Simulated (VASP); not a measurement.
Tl, 3 atoms in the cell. It takes space group P3_121 (No. 152, trigonal). Conventional cell: a = 4.539 Å, b = 4.539 Å, c = 5.150 Å, α = 90.00°, β = 90.00°, γ = 120.00°. Tl (site symmetry 2) has 2 Tl at 2.47 Å within 3.3 Å. 

| Property | Result |
| --- | --- |
| Program | VASP 6.6.1 |
| Task | single point |
| Functional | r2SCAN |
| Potentials or basis | VASP PAW PBE potentials, release 64 (Tl_d) |
| Cutoff | 520 eV |
| k mesh | 6 × 6 × 4 |
| Occupations | gaussian, width 0.1 eV |
| Spin | no spin polarisation |
| Dipole correction | no |
| Further INCAR settings | ALGO = Normal; EDIFF = 1e-07; NBANDS = 26 |

Potentials or basis: VASP PAW PBE potentials, release 64 (Tl_d).

Launch:

```sh
$ cat potpaw_PBE.64/Tl_d/POTCAR > POTCAR
$ cp INCAR.step1 INCAR
$ mpirun -np 1 vasp_std > vasp.out
$ cp INCAR.step2 INCAR
$ mpirun -np 1 vasp_std > vasp.out
```

Hardware: 1 thread of Intel(R) Xeon(R) Platinum 8375C CPU @ 2.90GHz (Ice Lake), with other jobs on the host.

How long does it take, and how much memory?

Wall time 2.6 min on 1 thread of Intel(R) Xeon(R) Platinum 8375C CPU @ 2.90GHz (Ice Lake), with other jobs on the host, peak memory 0.24 GiB. Counts: k points 24.
